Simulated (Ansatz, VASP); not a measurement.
## CuO in VASP and in Ansatz

The input INCAR:

```
ALGO = Normal ; EDIFF = 1E-6
ENCUT = 820 ; GGA = PE
GGA_COMPAT = False ; ISIF = 2
ISMEAR = -1 ; LASPH = True
LCHARG = False ; LREAL = False
LWAVE = False ; NBANDS = 20
NELM = 120 ; PREC = Accurate
SIGMA = 0.05
```

File KPOINTS:

```
k-points
0
Gamma
  4 4 4
```

POSCAR

```
CuO
1.0
    0.0000000000      2.1165600000      2.1165600000
    2.1165600000      0.0000000000      2.1165600000
    2.1165600000      2.1165600000      0.0000000000
Cu O
1 1
Direct
    0.0294977200      0.0281008700      0.9080259900
    0.4705022800      0.4718991300      0.5919740100
```

The input input.yaml:

```yaml
crystal:
  lattice:
    - [0.0, 2.11656, 2.11656]
    - [2.11656, 0.0, 2.11656]
    - [2.11656, 2.11656, 0.0]
  atoms:
    - { symbol: Cu, position: [0.02949772, 0.02810087, 0.90802599] }
    - { symbol: O, position: [0.47050228, 0.47189913, 0.59197401] }
hamiltonian:
  xc: pbe
  pseudopotentials: { kind: paw }
kpoints:
  mp_grid: { grid: [4, 4, 4] }
scf:
  occupations: { method: fermi_dirac, width: 0.05 }
output:
  forces: true
  stress: true
  eigenvalues: true
```

Alike in both runs: task single point; functional PBE; k mesh 4 × 4 × 4; occupations fermi-dirac, width 0.05 eV; no spin polarisation.

|  | VASP | Ansatz |
| --- | --- | --- |
| version | VASP 6.6.1 | Ansatz 0.2.0 |
| potentials or method | VASP PAW PBE potentials, release 64 (Cu_sv_GW, O) | Ansatz PAW |
| plane-wave cutoff (eV) | 820 | 420 |
| valence electrons in the cell | 25 | 25 |

```csv
,VASP,Ansatz,Ansatz less VASP
gap on the k mesh at the Fermi level (eV),none,none,-
pressure (GPa),18.0,18.5,+0.53
"traceless stress, the component that is largest in VASP (GPa)",-3.23,-3.16,+0.070
rms of the force components (eV/Å),0.538,0.525,-0.0128
```

Atom by atom the forces differ by 0.013 eV/Å (rms over components). A gap of «none» marks a metal or a gap that the smearing closes. With one functional, cell and mesh, what is left measures potentials, basis and numerics.

The k mesh is coarse, so the values compare programs but aren't converged.
